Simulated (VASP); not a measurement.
A run of VASP 6.6.1 is set up as follows.

Contents of INCAR:

```
ALGO = Normal
EDIFF = 1E-6
ENCUT = 520
ISIF = 2
ISMEAR = 0
LASPH = True
LCHARG = False
LREAL = False
LWAVE = False
NBANDS = 16
NELM = 100
PREC = Accurate
SIGMA = 0.01
```

Contents of KPOINTS:

```
k-points
0
Gamma
  4 4 4
```

The input POSCAR:

```
CdS
1.0
    0.0000000000      2.9392138883      2.9392138883
    2.9392138883      0.0000000000      2.9392138883
    2.9392138883      2.9392138883      0.0000000000
Cd S
1 1
Direct
    0.0000000000      0.0000000000      0.0000000000
    0.2500000000      0.2500000000      0.2500000000
```

Potentials or basis: VASP PAW LDA potentials, release 64 (Cd, S).

Run with:

```bash
$ cat potpaw_LDA.64/Cd/POTCAR potpaw_LDA.64/S/POTCAR > POTCAR
$ mpirun -np 1 vasp_std > vasp.out
```

Task: What does it give for the pressure?

Result: -3.1 GPa.

Task: What does it give for the band gap on the k mesh?

Result: 0.82 eV.

Caveat: the k points lie up to 0.46 Å⁻¹ apart.
